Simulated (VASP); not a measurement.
# Pb (Fm-3m) in VASP: notebook

Pb is run at these levels: PBE, LDA; tasks: single point.

Everything below comes from runs of VASP 6.6.1. Logs are shortened: lines on timing, memory, paths and dates and some standing lists are left out, and cuts for length are marked.

**1. The cell of the first run**

Symmetry: Fm-3m, No. 225, cubic system. Conventional cell: a = 4.950 Å, b = 4.950 Å, c = 4.950 Å, α = 90.00°, β = 90.00°, γ = 90.00°. Pb (site symmetry m-3m) has 12 Pb at 3.50 Å within 4.6 Å.

**2. Single point, PBE, non-collinear spin, zero start, spin-orbit coupling**

INCAR reads:

```
ALGO     = Normal         # electronic algorithm
EDIFF    = 1E-7           # SCF threshold, eV
ENCUT    = 520            # plane-wave cutoff, eV
GGA      = PE             # functional
GGA_COMPAT= F            
ISIF     = 2              # what is computed and relaxed
ISMEAR   = -1             # smearing method
LASPH    = T              # aspherical terms in the spheres
LCHARG   = F              # write CHGCAR
LNONCOLLINEAR= T              # non-collinear magnetism
LORBIT   = 11             # projections on sites
LORBMOM  = T            
LREAL    = F              # projectors in reciprocal space
LSORBIT  = T              # spin-orbit coupling
LWAVE    = F              # write WAVECAR
MAGMOM   = 0 0 0          # initial moments
NBANDS   = 25             # bands
NELM     = 150            # most SCF steps
PREC     = Accurate       # precision mode
SIGMA    = 0.05           # smearing width, eV
```

KPOINTS reads:

```
k-points
0
Gamma
  7 7 7
```

POSCAR reads:

```
Pb
1.0
    0.0000000000      2.4750200000      2.4750200000
    2.4750200000      0.0000000000      2.4750200000
    2.4750200000      2.4750200000      0.0000000000
Pb
1
Direct
    0.0000000000      0.0000000000      0.0000000000
```

Potentials or basis: VASP PAW PBE potentials, release 64 (Pb_d).

Started as:

```bash
> cat potpaw_PBE.64/Pb_d/POTCAR > POTCAR
> mpirun -np 1 vasp_ncl > vasp.out
```

OUTCAR:

```text
EDIFF = 1E-7
   ENCUT = 520
   GGA = PE
   ISIF = 2
   ISMEAR = -1
   LASPH = T
   LNONCOLLINEAR = T
   LORBIT = 11
   LREAL = F
   LSORBIT = T
   NELM = 150
   PREC = Accurate

 ion  position               nearest neighbor table
   1  0.000  0.000  0.000-

  LATTYP: Found a face centered cubic cell.
 ALAT       =     4.9500400000

  Lattice vectors:

 A1 = (   0.0000000000,   2.4750200000,   2.4750200000)
 A2 = (   2.4750200000,   0.0000000000,   2.4750200000)
 A3 = (   2.4750200000,   2.4750200000,   0.0000000000)

Analysis of symmetry for initial positions (statically):
[... 5 lines left out ...]
 face centered cubic supercell.

 Subroutine GETGRP returns: Found 48 space group operations
 (whereof 48 operations were pure point group operations)
 out of a pool of 48 trial point group operations.

The static configuration has the point symmetry O_h .

Analysis of symmetry for dynamics (positions and initial velocities):
[... 5 lines left out ...]
 face centered cubic supercell.

 Subroutine GETGRP returns: Found 48 space group operations
 (whereof 48 operations were pure point group operations)
 out of a pool of 48 trial point group operations.

The dynamic configuration has the point symmetry O_h .

Analysis of structural, dynamic, and magnetic symmetry:
=====================================================================
 Subroutine PRICEL returns:
 Original cell was already a primitive cell.

 Routine SETGRP: Setting up the symmetry group for a
 face centered cubic supercell.

 Subroutine GETGRP returns: Found 48 space group operations
 (whereof 48 operations were pure point group operations)
 out of a pool of 48 trial point group operations.

The overall configuration has the point symmetry O_h .

 Subroutine INISYM returns: Found 48 space group operations
 (whereof 48 operations are pure point group operations),
 and found     1 'primitive' translations

----------------------------------------------------------------------------------------

                                     Primitive cell

  volume of cell :      30.3226

  direct lattice vectors                    reciprocal lattice vectors
     0.000000000  2.475020000  2.475020000    -0.202018570  0.202018570  0.202018570
     2.475020000  0.000000000  2.475020000     0.202018570 -0.202018570  0.202018570
     2.475020000  2.475020000  0.000000000     0.202018570  0.202018570 -0.202018570

  length of vectors
     3.500206851  3.500206851  3.500206851     0.349906427  0.349906427  0.349906427

  position of ions in fractional coordinates (direct lattice)
     0.000000000  0.000000000  0.000000000

  ion indices of the primitive-cell ions
   primitive index   ion index
                 1           1

----------------------------------------------------------------------------------------

 KPOINTS: k-points

Automatic generation of k-mesh.
 Grid dimensions read from file:
 generate k-points for:    7    7    7

 Generating k-lattice:

  Cartesian coordinates                     Fractional coordinates (reciprocal lattice)
    -0.028859796  0.028859796  0.028859796     0.142857143  0.000000000  0.000000000
     0.028859796 -0.028859796  0.028859796     0.000000000  0.142857143  0.000000000
     0.028859796  0.028859796 -0.028859796     0.000000000  0.000000000  0.142857143

  Length of vectors
     0.049986632  0.049986632  0.049986632

  Shift w.r.t. Gamma in fractional coordinates (k-lattice)
     0.000000000  0.000000000  0.000000000

 Subroutine IBZKPT returns following result:
 ===========================================

 Found     20 irreducible k-points:

 Following reciprocal coordinates:
            Coordinates               Weight
  0.000000  0.000000  0.000000      1.000000
  0.142857  0.000000  0.000000      8.000000
  0.285714  0.000000  0.000000      8.000000
  0.428571  0.000000  0.000000      8.000000
  0.142857  0.142857  0.000000      6.000000
  0.285714  0.142857  0.000000     24.000000
[... 12 lines left out ...]
 -0.428571  0.428571  0.142857     24.000000
 -0.285714  0.428571  0.142857     24.000000
   k-points           NKPTS =     20   k-points in BZ     NKDIM =     20   number of bands    NBANDS=     25
   number of dos      NEDOS =    301   number of ions     NIONS =      1
   total plane-waves  NPLWV =  21952
   dimension x,y,z NGX =    28 NGY =   28 NGZ =   28
   dimension x,y,z NGXF=    56 NGYF=   56 NGZF=   56
   ions per type =               1
   NGX,Y,Z   is equivalent  to a cutoff of  13.30, 13.30, 13.30 a.u.
   NGXF,Y,Z  is equivalent  to a cutoff of  26.60, 26.60, 26.60 a.u.
 SYSTEM =  unknown system
   PREC   = accura    normal or accurate (medium, high low for compatibility)
   ISTART =      0    job   : 0-new  1-cont  2-samecut
   ICHARG =      2    charge: 1-file 2-atom 10-const
   ISPIN  =      1    spin polarized calculation?
   LNONCOLLINEAR =      T non collinear calculations
   LSORBIT =      T    spin-orbit coupling
   LASPH  =      T    aspherical Exc in radial PAW
   ENCUT  =  520.0 eV  38.22 Ry    6.18 a.u.   6.51  6.51  6.51*2*pi/ulx,y,z
   NELM   =    150;   NELMIN=  2; NELMDL= -5     # of ELM steps
   EDIFF  = 0.1E-06   stopping-criterion for ELM
   LREAL  =      F    real-space projection
   EDIFFG = 0.1E-05   stopping-criterion for IOM
   NSW    =      0    number of steps for IOM
   IBRION =     -1    ionic relax: 0-MD 1-quasi-New 2-CG
   NFREE  =      0    steps in history (QN), initial steepest desc. (CG)
   ISIF   =      2    stress and relaxation
   ISYM   =      2    0-nonsym 1-usesym 2-fastsym
   POTIM  = 0.5000    time-step for ionic-motion
   TEBEG  =    0.0;   TEEND  =   0.0 temperature during run
   PSTRESS=    0.0 pullay stress
   NELECT =      14.0000    total number of electrons
   NUPDOWN=      -1.0000    fix difference up-down
   EMIN   =  10.00;   EMAX   =-10.00  energy-range for DOS
   EFERMI =   0.00;   METHOD = LEGACY
   ISMEAR =    -1;   SIGMA  =   0.05  broadening in eV -4-tet -1-fermi 0-gaus
   EFERMI_NEDOS =   21; number of points for ismear=-14 and -15
   IALGO  =     38    algorithm
   IMIX   =      4    mixing-type and parameters
     AMIX     =   0.40;   BMIX     =  1.00
     AMIX_MAG =   1.60;   BMIX_MAG =  1.00
  volume/ion in A,a.u.               =      30.32       204.63
  Fermi-wavevector in a.u.,A,eV,Ry     =   1.265306  2.391081 21.782907  1.600999
  Thomas-Fermi vector in A             =   2.398566
   LORBIT       =     11    0 simple, 1 ext, 2 COOP (PROOUT), +10 PAW based schemes
   GGA     = PE    functional components
   LHFCALC =     F    Hartree Fock is set to
   AEXX    =    0.0000 exact exchange contribution
   IVDW    =     0    specifies the selected vdW correction
   LEPSILON=     F    determine dielectric tensor
   LRPA    =     F    only Hartree local field effects (RPA)
  energy-cutoff  :      520.00
  volume of cell :       30.32
 maximum number of plane-waves:      1738
 NGX is ok and might be reduce to    28
   NGX = 13   NGY = 13   NGZ = 13

 number of electron      14.0000000 magnetization       0.0000000      0.0000000      0.0000000

 number of electron      13.9999999 magnetization       0.0000000      0.0000000     -0.0000000

 number of electron      13.9999999 magnetization      -0.0000000     -0.0000000      0.0000000

 Free energy of the ion-electron system (eV)
  ---------------------------------------------------
  ext. energy  EPLUGINS =         0.00000000
  ---------------------------------------------------
  free energy    TOTEN  =        -4.10744181 eV

  energy without entropy =       -4.10456968  energy(sigma->0) =       -4.10600574

 E-fermi :   7.1301     XC(G=0): -10.1621

 val. band max:        7.0300303127   @ k =  -0.4286   0.2857   0.0000
 cond. band min:       7.4953329829   @ k =  -0.4286   0.4286   0.0000
 fundamental gap:      0.4653026702
 Fermi energy:         7.1300986338

 k-point     1 :       0.0000    0.0000    0.0000
  band No.  band energies     occupation
      1     -11.1834      1.00000
      2     -11.1834      1.00000
      3     -11.1834      1.00000
      4     -11.1834      1.00000
      5      -8.7047      1.00000
      6      -8.7047      1.00000
[... 549 lines left out ...]
     24      20.6203      0.00000
     25      21.0264      0.00000

------------------------ aborting loop because EDIFF is reached ----------------------------------------

  FORCE on cell =-STRESS in cart. coord.  units (eV):
  Direction    XX          YY          ZZ          XY          YZ          ZX
  --------------------------------------------------------------------------------------
  -------------------------------------------------------------------------------------
  Total        0.5296504      0.5296504      0.5296504     -0.0000000      0.0000000      0.0000000
  in kB       27.9855458     27.9855458     27.9855458     -0.0000000      0.0000000      0.0000000
  external PRESSURE =      27.9855458 kB  Pullay stress =       0.0000000 kB

 VOLUME and BASIS-vectors are now :
 -----------------------------------------------------------------------------
  energy-cutoff  :      520.00
  volume of cell :       30.32
      direct lattice vectors                 reciprocal lattice vectors
     0.000000000  2.475020000  2.475020000    -0.202018570  0.202018570  0.202018570
     2.475020000  0.000000000  2.475020000     0.202018570 -0.202018570  0.202018570
     2.475020000  2.475020000  0.000000000     0.202018570  0.202018570 -0.202018570

 POSITION                                       TOTAL-FORCE (eV/Angst)
 -----------------------------------------------------------------------------------
      0.00000      0.00000      0.00000         0.000000     -0.000000      0.000000
 -----------------------------------------------------------------------------------
    total drift:                               -0.000000     -0.000000     -0.000000

  FREE ENERGIE OF THE ION-ELECTRON SYSTEM (eV)
  ---------------------------------------------------
  free  energy   TOTEN  =        -4.1074418062 eV

  energy  without entropy=       -4.1045696809  energy(sigma->0) =       -4.10600574

 orbital moment (x)

 # of ion     p       d       tot
 ----------------------------------------
  1        -0.000   0.000  -0.000
 ----------------------------------------
           -0.000   0.000  -0.000

 orbital moment (y)

 # of ion     p       d       tot
 ----------------------------------------
  1         0.000  -0.000   0.000
 ----------------------------------------
            0.000  -0.000   0.000

 orbital moment (z)

 # of ion     p       d       tot
 ----------------------------------------
  1         0.000   0.000   0.000
 ----------------------------------------
            0.000   0.000   0.000

 Spin-Orbit-Coupling matrix elements

 Ion:    1  E_soc:     -1.1449045
 l=   1
     0.0000000    -0.1232136    -0.1232136
    -0.1232136     0.0000000    -0.1232136
    -0.1232136    -0.1232136     0.0000000
 l=   2
     0.0000000    -0.0135717     0.0000000    -0.0135717    -0.0540321
    -0.0135717     0.0000000    -0.0405241    -0.0135717    -0.0135080
     0.0000000    -0.0405241     0.0000000    -0.0405241     0.0000000
    -0.0135717    -0.0135717    -0.0405241     0.0000000    -0.0135080
    -0.0540321    -0.0135080     0.0000000    -0.0135080     0.0000000
 l=   3
     0.0000000     0.0000000     0.0000000     0.0000000     0.0000000     0.0000000     0.0000000
     0.0000000     0.0000000     0.0000000     0.0000000     0.0000000     0.0000000     0.0000000
     0.0000000     0.0000000     0.0000000     0.0000000     0.0000000     0.0000000     0.0000000
     0.0000000     0.0000000     0.0000000     0.0000000     0.0000000     0.0000000     0.0000000
     0.0000000     0.0000000     0.0000000     0.0000000     0.0000000     0.0000000     0.0000000
     0.0000000     0.0000000     0.0000000     0.0000000     0.0000000     0.0000000     0.0000000
     0.0000000     0.0000000     0.0000000     0.0000000     0.0000000     0.0000000     0.0000000

 total charge

# of ion       s       p       d       tot
------------------------------------------
    1        1.403   0.759   9.810  11.973

 magnetization (x)

# of ion       s       p       d       tot
------------------------------------------
    1       -0.000   0.000   0.000  -0.000

 magnetization (y)

# of ion       s       p       d       tot
------------------------------------------
    1        0.000   0.000  -0.000  -0.000

 magnetization (z)

# of ion       s       p       d       tot
------------------------------------------
    1        0.000   0.000  -0.000  -0.000
```

Wall time 26 s (1 thread of Intel Xeon 6975P-C (Granite Rapids), shared host); peak memory 0.24 GiB.

Results:

| Property | Result |
| --- | --- |
| Free energy | -4.1074 eV |
| Pressure | 2.8 GPa |
| Net moment | 0.00 μB per cell |
| Valence electrons inside the program's atomic spheres | Pb 11.97 |

Moments on the atoms (μB; x, y, z):
```
Pb  0.00 0.00 0.00
```

(Part 1 of 3 ends here.)
